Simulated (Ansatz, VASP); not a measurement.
One calculation of Ir, two programs

```
CELL_PARAMETERS angstrom
0.00000 1.90609 1.90609
1.90609 0.00000 1.90609
1.90609 1.90609 0.00000
ATOMIC_POSITIONS crystal
Ir 0.00000 0.00000 0.00000
```

Alike in both runs: functional LDA; k mesh 19 × 19 × 19; occupations fermi-dirac, width 0.1 eV; no spin polarisation.

Ansatz relaxed the structure, and its values are those at the end. VASP's run is a single point on that final structure, the one shown.

```csv
,VASP,Ansatz
version,VASP 6.6.1,Ansatz 0.2.0
potentials or method,"VASP PAW LDA potentials, release 64 (Ir_sv_GW)","PAW with Ansatz's default frozen-core files, scalar-relativistic"
plane-wave cutoff (eV),560,420
valence electrons in the cell,17,17
```

|  | VASP | Ansatz | Ansatz less VASP |
| --- | --- | --- | --- |
| pressure (GPa) | -0.3 | 0.0 | +0.36 |

LDA's correlation is that of Perdew and Zunger in VASP and of Perdew and Wang (1992) in Ansatz.

Spin-orbit coupling is off throughout.
